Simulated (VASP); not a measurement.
# Si2Ni (Fm-3m) in VASP: further runs

The runs below take Si2Ni through single point, with PBE.

Program: VASP 6.6.1. These are calculated values, not measurements. Logs are shortened: lines on timing, memory, paths and dates and some standing lists are left out, and cuts for length are marked.

**1. The cell of the first run**

Symmetry: Fm-3m, No. 225, cubic system. Conventional cell: a = 5.447 Å, b = 5.447 Å, c = 5.447 Å, α = 90.00°, β = 90.00°, γ = 90.00°. Within 3.1 Å of Si (site symmetry -43m) lie 4 Ni at 2.36 Å and 6 Si at 2.72 Å. Ni (site symmetry m-3m) has 8 Si at 2.36 Å within 3.1 Å.

**2. Single point, PBE**

INCAR

```
SYSTEM = Si2Ni
PREC = Accurate
ENCUT = 600
EDIFF = 1E-6
ISMEAR = 0
SIGMA = 0.1
LREAL = .FALSE.
LASPH = .TRUE.
NELM = 120
ALGO = Normal
ISIF = 2
LWAVE = .FALSE.
LCHARG = .TRUE.
GGA = PE
LELF = .TRUE.
LVHAR = .TRUE.
NBANDS = 37
GGA_COMPAT = .FALSE.
```

KPOINTS

```
Automatic mesh
0
G
  12 12 4
  0 0 0
```

POSCAR

```
Si2Ni
1.0
    3.8515145493      0.0000000000      0.0000000000
   -1.9257572747      3.3355094428      0.0000000000
    0.0000000000      0.0000000000      9.4342453828
Si Ni
6 3
Direct
    0.6666666667      0.3333333333      0.4166666667
    0.0000000000      0.0000000000      0.2500000000
    0.3333333333      0.6666666667      0.0833333333
    0.6666666667      0.3333333333      0.9166666667
    0.3333333333      0.6666666667      0.5833333333
    0.0000000000      0.0000000000      0.7500000000
    0.0000000000      0.0000000000      0.0000000000
    0.3333333333      0.6666666667      0.3333333333
    0.6666666667      0.3333333333      0.6666666667
```

Potentials or basis: VASP PAW PBE potentials, release 64 (Si, Ni).

Command:

```console
cat potpaw_PBE.64/Si/POTCAR potpaw_PBE.64/Ni/POTCAR > POTCAR
mpirun -np 1 vasp_std > vasp.out
```

OUTCAR:

```text
SYSTEM = Si2Ni
   PREC = Accurate
   ENCUT = 600
   EDIFF = 1E-6
   ISMEAR = 0
   LREAL = .FALSE.
   LASPH = .TRUE.
   NELM = 120
   ISIF = 2
   GGA = PE

 ion  position               nearest neighbor table
   1  0.667  0.333  0.417-   8 2.36   9 2.36   8 2.36   8 2.36   5 2.72   5 2.72   2 2.72   5 2.72
                             2 2.72   2 2.72
   2  0.000  0.000  0.250-   8 2.36   8 2.36   7 2.36   8 2.36   3 2.72   1 2.72   3 2.72   1 2.72
                             3 2.72   1 2.72
   3  0.333  0.667  0.083-   7 2.36   7 2.36   8 2.36   7 2.36   4 2.72   4 2.72   2 2.72   4 2.72
                             2 2.72   2 2.72
   4  0.667  0.333  0.917-   7 2.36   7 2.36   9 2.36   7 2.36   3 2.72   3 2.72   3 2.72   6 2.72
                             6 2.72   6 2.72
   5  0.333  0.667  0.583-   9 2.36   8 2.36   9 2.36   9 2.36   1 2.72   1 2.72   1 2.72   6 2.72
                             6 2.72   6 2.72
   6  0.000  0.000  0.750-   9 2.36   9 2.36   7 2.36   9 2.36   5 2.72   4 2.72   4 2.72   5 2.72
                             5 2.72   4 2.72
   7  0.000  0.000  0.000-   3 2.36   4 2.36   4 2.36   3 2.36   6 2.36   2 2.36   4 2.36   3 2.36

   8  0.333  0.667  0.333-   2 2.36   2 2.36   1 2.36   5 2.36   3 2.36   2 2.36   1 2.36   1 2.36

   9  0.667  0.333  0.667-   6 2.36   5 2.36   6 2.36   1 2.36   4 2.36   5 2.36   6 2.36   5 2.36

  LATTYP: Found a hexagonal cell.
 ALAT       =     3.8515145493
 C/A-ratio  =     2.4494897428

  Lattice vectors:

 A1 = (   3.8515145493,   0.0000000000,   0.0000000000)
 A2 = (  -1.9257572747,   3.3355094428,   0.0000000000)
 A3 = (   0.0000000000,   0.0000000000,   9.4342453828)

Analysis of symmetry for initial positions (statically):
=====================================================================
 Subroutine PRICEL returns following result:

  LATTYP: Found a face centered cubic cell.
 ALAT       =     5.4468641108

  Lattice vectors:

 A1 = (   1.9257572745,  -1.1118364808,   3.1447484606)
 A2 = (  -0.0000000002,   2.2236729620,   3.1447484606)
 A3 = (  -1.9257572742,  -1.1118364812,   3.1447484616)

   3 primitive cells build up your supercell.

 Routine SETGRP: Setting up the symmetry group for a
 hexagonal supercell.

 Subroutine GETGRP returns: Found 12 space group operations
 (whereof 12 operations were pure point group operations)
 out of a pool of 24 trial point group operations.

The static configuration has the point symmetry D_3d.

Analysis of symmetry for dynamics (positions and initial velocities):
=====================================================================
 Subroutine PRICEL returns following result:

  LATTYP: Found a face centered cubic cell.
 ALAT       =     5.4468641108

  Lattice vectors:

[... 128 lines left out ...]
   EMIN   =  10.00;   EMAX   =-10.00  energy-range for DOS
   EFERMI =   0.00;   METHOD = LEGACY
   ISMEAR =     0;   SIGMA  =   0.10  broadening in eV -4-tet -1-fermi 0-gaus
   EFERMI_NEDOS =   21; number of points for ismear=-14 and -15
   IALGO  =     38    algorithm
   IMIX   =      4    mixing-type and parameters
     AMIX     =   0.40;   BMIX     =  1.00
     AMIX_MAG =   1.60;   BMIX_MAG =  1.00
  volume/ion in A,a.u.               =      13.47        90.88
  Fermi-wavevector in a.u.,A,eV,Ry     =   1.250372  2.362860 21.271747  1.563429
  Thomas-Fermi vector in A             =   2.384369
   LORBIT       =      0    0 simple, 1 ext, 2 COOP (PROOUT), +10 PAW based schemes
   GGA     = PE    functional components
   LHFCALC =     F    Hartree Fock is set to
   AEXX    =    0.0000 exact exchange contribution
   IVDW    =     0    specifies the selected vdW correction
   LEPSILON=     F    determine dielectric tensor
   LRPA    =     F    only Hartree local field effects (RPA)
 non-spin polarized calculation
 Gauss-broadening in eV      SIGMA  =   0.10
  energy-cutoff  :      600.00
  volume of cell :      121.20
 maximum number of plane-waves:      4075
 NGX is ok and might be reduce to    32

 number of electron      54.0000003 magnetization

 Free energy of the ion-electron system (eV)
  ---------------------------------------------------
  ext. energy  EPLUGINS =         0.00000000
  ---------------------------------------------------
  free energy    TOTEN  =       -52.09776167 eV

  energy without entropy =      -52.08296770  energy(sigma->0) =      -52.09036468

 E-fermi :  10.0958     XC(G=0): -11.4830

 val. band max:       10.0837438635   @ k =   0.5000  -0.0000   0.5000
 cond. band min:      10.0980904541   @ k =   0.2500  -0.0000   0.2500
 fundamental gap:      0.0143465906
 Fermi energy:        10.0958097968

 k-point     1 :       0.0000    0.0000    0.0000
  band No.  band energies     occupation
      1      -3.5164      2.00000
      2      -1.9337      2.00000
      3      -1.9337      2.00000
      4       2.2562      2.00000
      5       2.2562      2.00000
      6       5.0656      2.00000
[... 949 lines left out ...]
     36      14.0675      0.00000
     37      14.0772      0.00000

 [... further k-points ...]

------------------------ aborting loop because EDIFF is reached ----------------------------------------

  FORCE on cell =-STRESS in cart. coord.  units (eV):
  Direction    XX          YY          ZZ          XY          YZ          ZX
  --------------------------------------------------------------------------------------
  -------------------------------------------------------------------------------------
  Total       -0.0318511     -0.0318511     -0.3633581      0.0000000      0.0000000     -0.0000000
  in kB       -0.4210506     -0.4210506     -4.8033528      0.0000000      0.0000000     -0.0000000
  external PRESSURE =      -1.8818180 kB  Pullay stress =       0.0000000 kB

 VOLUME and BASIS-vectors are now :
 -----------------------------------------------------------------------------
  energy-cutoff  :      600.00
  volume of cell :      121.20
      direct lattice vectors                 reciprocal lattice vectors
     3.851514549  0.000000000  0.000000000     0.259638121  0.149902139  0.000000000
    -1.925757275  3.335509443  0.000000000     0.000000000  0.299804278  0.000000000
     0.000000000  0.000000000  9.434245383     0.000000000  0.000000000  0.105996819

 POSITION                                       TOTAL-FORCE (eV/Angst)
 -----------------------------------------------------------------------------------
      1.92576      1.11184      3.93094         0.000000      0.000000     -0.011343
      0.00000      0.00000      2.35856        -0.000000     -0.000000      0.011343
     -0.00000      2.22367      0.78619         0.000000      0.000000     -0.011343
      1.92576      1.11184      8.64806        -0.000000     -0.000000      0.011343
     -0.00000      2.22367      5.50331         0.000000     -0.000000      0.011343
      0.00000      0.00000      7.07568         0.000000      0.000000     -0.011343
      0.00000      0.00000      0.00000         0.000000      0.000000     -0.000000
     -0.00000      2.22367      3.14475         0.000000      0.000000     -0.000000
      1.92576      1.11184      6.28950        -0.000000     -0.000000     -0.000000
 -----------------------------------------------------------------------------------
    total drift:                               -0.000000      0.000000     -0.000000

  FREE ENERGIE OF THE ION-ELECTRON SYSTEM (eV)
  ---------------------------------------------------
  free  energy   TOTEN  =       -52.0977616727 eV

  energy  without entropy=      -52.0829676960  energy(sigma->0) =      -52.09036468
```

Wall time 10 min (1 thread of Intel Xeon 8259CL, shared host); peak memory 0.46 GiB.

Results:

```yaml
Free_energy: -52.0978 eV
Pressure: -0.2 GPa
Band_gap_on_the_k_mesh: zero (band 27 reaches 11.49 eV, above the bottom of band 28 at 9.67 eV)
```

Spin polarisation is off, so any magnetic state and its effect on volume and gap are missing.

**3. Single point, PBE, collinear spin, ferromagnetic start**

This run uses another cell than the first one: it holds 3 atoms, not 9.

INCAR

```
PREC = Accurate
ENCUT = 520
EDIFF = 1E-7
ISMEAR = 0
SIGMA = 0.1
LREAL = F
LASPH = T
NELM = 150
ALGO = Normal
ISIF = 2
LWAVE = F
LCHARG = T
ISPIN = 2
MAGMOM = 0 0 2
LORBIT = 11
LMAXMIX = 4
GGA = PE
LELF = T
LVHAR = T
NBANDS = 20
```

KPOINTS

```
regular mesh
0
Gamma
  6 6 6
```

POSCAR

```
Si2Ni
1.0
    0.0000000000      2.7030000000      2.7030000000
    2.7030000000      0.0000000000      2.7030000000
    2.7030000000      2.7030000000      0.0000000000
Si Ni
2 1
Direct
    0.2500000000      0.2500000000      0.2500000000
    0.7500000000      0.7500000000      0.7500000000
    0.0000000000      0.0000000000      0.0000000000
```

Potentials or basis: VASP PAW PBE potentials, release 64 (Si, Ni).

Command:

```console
cat potpaw_PBE.64/Si/POTCAR potpaw_PBE.64/Ni/POTCAR > POTCAR
mpirun -np 1 vasp_std > vasp.out
```

Wall time 34 s (1 thread of AMD EPYC 9R45 (Zen 5), shared host); peak memory 0.14 GiB.

Results (log left out):

```
Free energy                                           : -17.3603 eV
Pressure                                              : 3.8 GPa
Band gap on the k mesh                                : zero (filled and empty bands overlap)
Net moment                                            : 0.00 μB per cell
Valence electrons inside the program's atomic spheres : Si 1.59; Ni 9.81
```

Levels at points of the mesh, in eV from the Fermi level:
Spin up:
| k point | band 6 | band 7 | band 8 | band 9 | band 10 | band 11 | band 12 | band 13 |
| --- | --- | --- | --- | --- | --- | --- | --- | --- |
| (0.00, 0.00, 0.00) | -3.55 | -0.36 | 1.66 | 1.66 | 1.66 | 2.23 | 2.23 | 2.23 |
| (0.50, 0.00, 0.00) | -3.36 | -3.36 | -1.50 | -1.50 | 1.73 | 1.76 | 1.76 | 2.56 |
| (0.50, 0.50, 0.00) | -3.63 | -3.63 | -3.47 | -3.14 | -0.46 | 1.36 | 7.67 | 8.25 |
Spin down:
| k point | band 7 | band 8 | band 9 | band 10 | band 11 | band 12 |
| --- | --- | --- | --- | --- | --- | --- |
| (0.00, 0.00, 0.00) | -0.36 | 1.66 | 1.66 | 1.66 | 2.23 | 2.23 |
| (0.50, 0.00, 0.00) | -3.36 | -1.50 | -1.50 | 1.73 | 1.76 | 1.76 |
| (0.50, 0.50, 0.00) | -3.63 | -3.47 | -3.14 | -0.46 | 1.36 | 7.67 |

Caveat: the starting moments collapsed, and a magnetic state may lie lower.

**4. Single point, PBE**

This run uses another cell than the first one: it holds 3 atoms, not 9.

INCAR

```
  PREC = Accurate
  ENCUT = 520
  EDIFF = 1E-6
  ISMEAR = 0
  SIGMA = 0.1
  LREAL = F
  LASPH = T
  NELM = 60
  ALGO = Normal
  ISIF = 2
  LWAVE = F
  LCHARG = T
  GGA = PE
  LELF = T
  LVHAR = T
  NBANDS = 16
```

KPOINTS

```
Automatic mesh
0
Gamma
  14 14 14
```

POSCAR

```
Si2Ni
1.0
    0.0000000000      2.7234320738      2.7234320738
    2.7234320738      0.0000000000      2.7234320738
    2.7234320738      2.7234320738      0.0000000000
Si Ni
2 1
Direct
    0.2500000000      0.2500000000      0.2500000000
    0.7500000000      0.7500000000      0.7500000000
    0.0000000000      0.0000000000      0.0000000000
```

Command:

```console
cat potpaw_PBE.64/Si/POTCAR potpaw_PBE.64/Ni/POTCAR > POTCAR
mpirun -np 1 vasp_std > vasp.out
```

Run time: 79 s. Hardware: 1 thread of AMD EPYC 9R45 (Zen 5), shared host; peak memory 0.18 GiB.

It converged, with:

```yaml
Free_energy: -17.3723 eV
Pressure: -0.1 GPa
Band_gap_on_the_k_mesh: zero (band 9 reaches 11.80 eV, above the bottom of band 10 at 9.65 eV)
```

Levels at points of the mesh, in eV from the Fermi level:
```
           k point  band 6  band 7  band 8  band 9  band 10  band 11  band 12  band 13
(0.00, 0.00, 0.00)   -3.40   -0.49    1.66    1.66     1.66     2.31     2.31     2.31
(0.50, 0.00, 0.00)   -3.22   -3.22   -1.40   -1.40     1.74     1.78     1.78     2.47
(0.50, 0.50, 0.00)   -3.49   -3.49   -3.33   -3.01    -0.46     1.45     7.73     8.11
```

Spin polarisation is off, so any magnetic state and its effect on volume and gap are missing.

**5. Single point, PBE**

This run uses another cell than the first one: it holds 3 atoms, not 9.

INCAR

```
SYSTEM = Si2Ni
PREC = Accurate
ENCUT = 520
EDIFF = 1E-7
ISMEAR = 0
SIGMA = 0.1
LREAL = .FALSE.
LASPH = .TRUE.
NELM = 100
ALGO = Normal
ISIF = 2
LWAVE = .FALSE.
LCHARG = .FALSE.
GGA = PE
NBANDS = 16
```

KPOINTS

```
Automatic mesh
0
G
  14 14 14
  0 0 0
```

POSCAR is that of step 4.

Command:

```console
cat potpaw_PBE.64/Si/POTCAR potpaw_PBE.64/Ni/POTCAR > POTCAR
mpirun -np 1 vasp_std > vasp.out
```

Run time: 99 s. Hardware: 1 thread of AMD EPYC 9R45 (Zen 5), shared host; peak memory 0.17 GiB.

Results (log left out):

```
Free energy            : -17.3723 eV
Pressure               : 0.0 GPa
Band gap on the k mesh : zero (band 9 reaches 11.80 eV, above the bottom of band 10 at 9.65 eV)
```

Levels at points of the mesh, in eV from the Fermi level:
```tsv
k point	band 5	band 6	band 7	band 8	band 9	band 10	band 11	band 12	band 13	band 14
(0.00, 0.00, 0.00)	-3.40	-3.40	-0.49	1.66	1.66	1.66	2.31	2.31	2.31	4.66
(0.50, 0.00, 0.00)	-3.61	-3.22	-3.22	-1.40	-1.40	1.74	1.78	1.78	2.47	9.13
(0.50, 0.50, 0.00)	-4.43	-3.49	-3.49	-3.33	-3.01	-0.46	1.45	7.73	8.11	8.11
```
